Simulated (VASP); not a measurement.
# LaNbO (P4mm) in VASP: further runs, part 2 of 3

VASP 6.6.1.

## 3. Single point, PBE

This run uses another cell than the first one, of 20.19 Å³/atom.

INCAR

```
ALGO = Normal
EDIFF = 1E-6
ENCUT = 520
GGA = PE
ISIF = 2
ISMEAR = 0
LASPH = True
LCHARG = True
LELF = True
LREAL = False
LVHAR = True
LWAVE = False
NBANDS = 22
NELM = 60
PREC = Accurate
SIGMA = 0.1
```

KPOINTS

```
k-points
0
Gamma
  6 6 4
```

POSCAR

```
LaNbO
1.0
    3.1344870800      0.0000000000      0.0000000000
    0.0000000000      3.1344870800      0.0000000000
    0.0000000000      0.0000000000      6.1655820200
La Nb O
1 1 1
Direct
    0.0000000000      0.0000000000      0.9113463900
    0.0000000000      0.0000000000      0.3819785500
    0.5000000000      0.5000000000      0.6786826000
```

Potentials or basis: VASP PAW PBE potentials, release 64 (La, Nb_sv, O).

On the command line:

```sh
> cat potpaw_PBE.64/La/POTCAR potpaw_PBE.64/Nb_sv/POTCAR potpaw_PBE.64/O/POTCAR > POTCAR
> mpirun -np 1 vasp_std > vasp.out
```

It took 55 s on 1 thread of AMD EPYC 7R13 (Zen 3), shared host; peak memory 0.17 GiB.

It converged, with:

```yaml
Free_energy: -21.3660 eV
Pressure: -10.0 GPa
Largest_force: 1.669 eV/Å
Band_gap_on_the_k_mesh: zero (bands 15 and 16 overlap by 1.53 eV)
```

Forces in eV/Å, atoms in the order of the input:
```
La   0.000  0.000 -1.669
Nb   0.000  0.000  1.108
O    0.000  0.000  0.561
```

Stress tensor (GPa, compression positive):
```
 -8.73   0.00   0.00
  0.00  -8.73   0.00
  0.00   0.00 -12.48
```

Levels at points of the mesh, in eV from the Fermi level:
```
           k point  band 13  band 14  band 15  band 16  band 17  band 18
(0.00, 0.00, 0.00)    -2.73    -1.92    -1.62    -0.90     1.29     1.56
(0.50, 0.00, 0.00)    -2.11    -1.39    -0.78     1.09     1.20     1.49
(0.50, 0.50, 0.00)    -1.99    -0.68    -0.13    -0.13     1.04     2.25
(0.00, 0.00, 0.50)    -2.23    -1.76    -1.14    -0.03     0.43     1.41
(0.50, 0.00, 0.50)    -1.60    -1.51     0.43     0.65     0.91     1.16
(0.50, 0.50, 0.50)    -1.11    -0.86    -0.86     0.12     0.83     2.34
```

Caveat: the cell stands under tension; spin-orbit coupling is left out, which moves the levels of the heavy elements; forces of over 1 eV/Å act on the atoms, so gaps and moduli don't describe the material at rest.

## 4. Single point, PBE, collinear spin, zero start

This run uses another cell than the first one, of 20.19 Å³/atom.

INCAR

```
ALGO = Normal
EDIFF = 1E-6
ENCUT = 520
GGA = PE
ISIF = 2
ISMEAR = 0
ISPIN = 2
LASPH = True
LCHARG = True
LELF = True
LMAXMIX = 6
LORBIT = 11
LREAL = False
LVHAR = True
LWAVE = False
MAGMOM = 0 0 0
NBANDS = 26
NELM = 150
PREC = Accurate
SIGMA = 0.1
```

KPOINTS is that of step 3.

POSCAR is that of step 3.

On the command line:

```sh
> cat potpaw_PBE.64/La/POTCAR potpaw_PBE.64/Nb_sv/POTCAR potpaw_PBE.64/O/POTCAR > POTCAR
> mpirun -np 1 vasp_std > vasp.out
```

Run time: 2 min. Hardware: 1 thread of AMD EPYC 7R13 (Zen 3), shared host; peak memory 0.22 GiB.

Results (log left out):

```
Free energy                                           : -21.3660 eV
Pressure                                              : -10.0 GPa
Largest force                                         : 1.669 eV/Å
Band gap on the k mesh                                : zero (filled and empty bands overlap)
Net moment                                            : 0.00 μB per cell
Valence electrons inside the program's atomic spheres : La 8.84; Nb 10.52; O 4.88
```

Forces in eV/Å, atoms in the order of the input:
```
La   0.000  0.000 -1.669
Nb   0.000  0.000  1.107
O    0.000  0.000  0.561
```

Stress tensor (GPa, compression positive):
```
 -8.74   0.00   0.00
  0.00  -8.74   0.00
  0.00   0.00 -12.50
```

Levels at points of the mesh, in eV from the Fermi level:
Spin up:
| k point | band 13 | band 14 | band 15 | band 16 | band 17 | band 18 |
| --- | --- | --- | --- | --- | --- | --- |
| (0.00, 0.00, 0.00) | -2.73 | -1.92 | -1.62 | -0.90 | 1.29 | 1.56 |
| (0.50, 0.00, 0.00) | -2.11 | -1.39 | -0.78 | 1.09 | 1.20 | 1.49 |
| (0.50, 0.50, 0.00) | -1.99 | -0.68 | -0.13 | -0.13 | 1.04 | 2.25 |
| (0.00, 0.00, 0.50) | -2.23 | -1.75 | -1.14 | -0.03 | 0.43 | 1.41 |
| (0.50, 0.00, 0.50) | -1.60 | -1.51 | 0.43 | 0.65 | 0.91 | 1.16 |
| (0.50, 0.50, 0.50) | -1.11 | -0.86 | -0.86 | 0.12 | 0.83 | 2.34 |
Spin down:
```csv
k point,band 13,band 14,band 15,band 16,band 17,band 18
"(0.00, 0.00, 0.00)",-2.73,-1.92,-1.62,-0.90,1.29,1.56
"(0.50, 0.00, 0.00)",-2.11,-1.39,-0.78,1.09,1.20,1.49
"(0.50, 0.50, 0.00)",-1.99,-0.68,-0.13,-0.13,1.04,2.25
"(0.00, 0.00, 0.50)",-2.23,-1.75,-1.14,-0.03,0.43,1.41
"(0.50, 0.00, 0.50)",-1.60,-1.51,0.43,0.65,0.91,1.16
"(0.50, 0.50, 0.50)",-1.11,-0.86,-0.86,0.12,0.83,2.34
```

Caveat: the cell stands under tension; spin-orbit coupling is left out, which moves the levels of the heavy elements; forces of over 1 eV/Å act on the atoms, so gaps and moduli don't describe the material at rest.

## 5. Relaxation of cell and atoms, PBE

This run uses another cell than the first one, of 20.19 Å³/atom.

INCAR

```
PREC     = Accurate       # precision mode
ENCUT    = 600            # plane-wave cutoff, eV
EDIFF    = 1E-7           # SCF threshold, eV
ISMEAR   = 0              # smearing method
SIGMA    = 0.1            # smearing width, eV
LREAL    = False          # projectors in reciprocal space
LASPH    = True           # aspherical terms in the spheres
NELM     = 60             # most SCF steps
ALGO     = Normal         # electronic algorithm
ISIF     = 3              # what is computed and relaxed
LWAVE    = False          # write WAVECAR
LCHARG   = False          # write CHGCAR
GGA      = PE             # functional
IBRION   = 2              # ionic algorithm
NSW      = 90             # ionic steps
EDIFFG   = -0.04          # ionic threshold
```

KPOINTS

```
Automatic mesh
0
Gamma
  6 6 4
```

POSCAR is that of step 4.

On the command line:

```sh
> cat potpaw_PBE.64/La/POTCAR potpaw_PBE.64/Nb_sv/POTCAR potpaw_PBE.64/O/POTCAR > POTCAR
> mpirun -np 1 vasp_std > vasp.out
```

Wall time 21 min (1 thread of AMD EPYC 7R13 (Zen 3), shared host); peak memory 0.2 GiB.

Results (log left out):

```
Free energy                           : -22.1683 eV
Relaxed volume                        : 17.34 Å³/atom
Relaxed cell                          : a = 2.984 Å, b = 2.984 Å, c = 5.842 Å, α = 90.00°, β = 90.00°, γ = 90.00°
Space group after relaxing (to 0.1 Å) : P4mm (No. 99)
Energy gained by relaxing             : 266.9 meV/atom
Ionic steps                           : 37
Pressure after relaxing               : -0.1 GPa
Largest force after relaxing          : 0.039 eV/Å
Band gap on the k mesh                : zero (bands 15 and 16 overlap by 1.71 eV)
```

Forces in eV/Å, atoms in the order of the input:
```
La   0.000  0.000  0.017
Nb   0.000  0.000  0.021
O    0.000  0.000 -0.039
```

Step by step:
```
step  energy change (eV)  largest force (eV/Å)  pressure (GPa)  volume (Å³)
   1              0.0000                1.6688          -10.05        60.58
   2             -0.1480                1.3228           11.86        50.13
   3             -0.3072                0.4853            0.40        54.06
   4             -0.3073                0.4662            0.73        53.94
   5             -0.3203                0.2808            0.11        54.27
   6             -0.3210                0.2813           -0.02        54.36
   7             -0.3280                0.2687           -0.78        54.46
   8             -0.3448                0.2805           -2.89        54.74
   9             -0.3691                0.4442           -6.02        55.29
  10             -0.4152                0.5198           -9.15        56.40
  11             -0.1069                0.6525           -7.14        58.58
  12             -0.4134                0.5027           -9.25        56.56
  13             -0.4170                0.4757           -9.46        56.83
  14             -0.4175                0.4754           -9.46        56.83
  15             -0.4189                0.4744           -9.45        56.83
  16             -0.4217                0.4724           -9.44        56.84
  17             -0.4270                0.4664           -9.34        56.84
  18             -0.4364                0.4282           -9.24        56.85
  19             -0.4452                0.2514           -8.53        56.86
  20             -0.4560                0.2429           -8.62        56.75
  21             -0.4873                0.2146           -8.19        56.44
  22             -0.5456                0.1497           -7.24        55.82
  23             -0.6419                0.1351           -4.98        54.59
  24             -0.7309                0.5755            1.08        52.16
  25             -0.7481                0.5179            0.74        52.28
  26             -0.7836                0.3280           -0.05        52.63
  27             -0.7888                0.1004           -1.47        53.30
  28             -0.7965                0.0969           -1.04        53.02
  29             -0.7965                0.1123           -0.98        52.99
  30             -0.7979                0.1053           -0.52        52.77
  31             -0.7986                0.0956            0.07        52.48
  32             -0.7986                0.0944            0.14        52.44
  33             -0.7990                0.0839            0.10        52.42
  34             -0.7995                0.0951           -0.04        52.37
  35             -0.7999                0.0848           -0.05        52.33
  36             -0.8006                0.0524           -0.08        52.23
  37             -0.8006                0.0386           -0.10        52.03
```

Final structure:
```
CELL_PARAMETERS angstrom
2.98440 0.00000 0.00000
0.00000 2.98440 0.00000
0.00000 0.00000 5.84215
ATOMIC_POSITIONS crystal
La 0.00000 0.00000 0.96467
Nb 0.00000 0.00000 0.43153
O 0.50000 0.50000 0.57580
```

Levels at points of the mesh, in eV from the Fermi level:
```csv
k point,band 11,band 12,band 13,band 14,band 15,band 16,band 17,band 18,band 19
"(0.00, 0.00, 0.00)",-4.66,-4.66,-2.71,-2.08,-1.49,-1.19,1.87,2.02,2.02
"(0.50, 0.00, 0.00)",-5.44,-5.42,-1.91,-1.69,0.52,0.73,1.34,1.51,1.97
"(0.50, 0.50, 0.00)",-6.60,-5.65,-3.01,-0.72,-0.72,-0.71,2.12,2.17,2.17
"(0.00, 0.00, 0.50)",-4.62,-4.62,-2.57,-1.43,-0.84,0.23,0.64,1.98,1.98
"(0.50, 0.00, 0.50)",-5.43,-4.96,-2.47,-0.65,0.42,0.85,1.18,1.44,1.59
"(0.50, 0.50, 0.50)",-6.46,-5.87,-2.37,-0.85,-0.85,1.14,1.25,2.01,2.01
```

Caveat: spin-orbit coupling is left out, which moves the levels of the heavy elements.

(Part 2 of 3 ends here.)
